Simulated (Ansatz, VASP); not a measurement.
**Two plane-wave programs on Hf6F**

```xyz
7
Lattice="5.6205 0.0000 0.0000 -2.8102 4.8675 0.0000 0.0000 0.0000 5.1802" Properties=species:S:1:pos:R:3 pbc="T T T"
Hf    0.9665    1.6739    3.8166
Hf    1.8438    3.1935    1.3636
Hf    1.9329    0.0000    1.3636
Hf   -1.8438    3.1935    3.8166
Hf   -0.9665    1.6739    1.3636
Hf    3.6876    0.0000    3.8166
F     0.0000    0.0000    0.0000
```

Alike in both runs: functional PBE; k mesh 6 × 6 × 6; occupations gaussian, width 0.1 eV; no spin polarisation.

Ansatz relaxed the structure, and its values are those at the end. VASP's run is a single point on that final structure, the one shown.

|  | VASP | Ansatz |
| --- | --- | --- |
| version | VASP 6.6.1 | Ansatz 0.2.0 |
| potentials or method | VASP PAW PBE potentials, release 64 (Hf_pv, F), cutoff 520 eV | scalar-relativistic, plane waves, PAW |
| valence electrons in the cell | 67 | 163 |

|  | VASP | Ansatz | Ansatz less VASP |
| --- | --- | --- | --- |
| gap on the k mesh at the Fermi level (eV) | none | none | - |
| pressure (GPa) | -0.8 | 0.0 | +0.79 |
| rms of the force components (eV/Å) | 0.019 | 0.000 | -0.0190 |

A gap of «none» marks a metal or a gap that the smearing closes. VASP's potentials hold 67 valence electrons a cell and Ansatz's 163, so a difference there can come from the potentials and not from the codes.

Spin-orbit coupling is off throughout.
